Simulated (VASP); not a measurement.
Runs of VASP 6.6.1 on PbS. The cell holds a slab with vacuum, 8 atoms: a = 4.130 Å, b = 4.130 Å, c = 29.903 Å, α = 90.00°, β = 90.00°, γ = 89.21°. 

```tsv
level	potentials or basis	gap on the mesh (eV)	largest force (eV/Å)
RPBE	VASP PAW PBE potentials, release 64 (Pb_d, S)	1.25	0.26
PBE	VASP PAW PBE potentials, release 64 (Pb_d, S)	1.25	0.41
PBEsol	VASP PAW PBE potentials, release 64 (Pb_d, S)	1.26	0.68
LDA	VASP PAW LDA potentials, release 64 (Pb_d, S)	(a)	0.82
```

Alike in all rows: task work function; no spin polarisation; cell as given; k mesh 5 × 5 × 1; cutoff (eV) 520; smearing fermi-dirac 0.05 eV.

**Question.** Fill in the values left out.

**Answer.** (a) 1.19.

Caveats: spin-orbit coupling is left out, which moves the levels of the heavy elements; the PAW data sets were made with another functional, which shifts forces and pressure a little (at least some runs).

A k mesh can miss the band edges, and the runs leave out spin-orbit coupling on Pb.
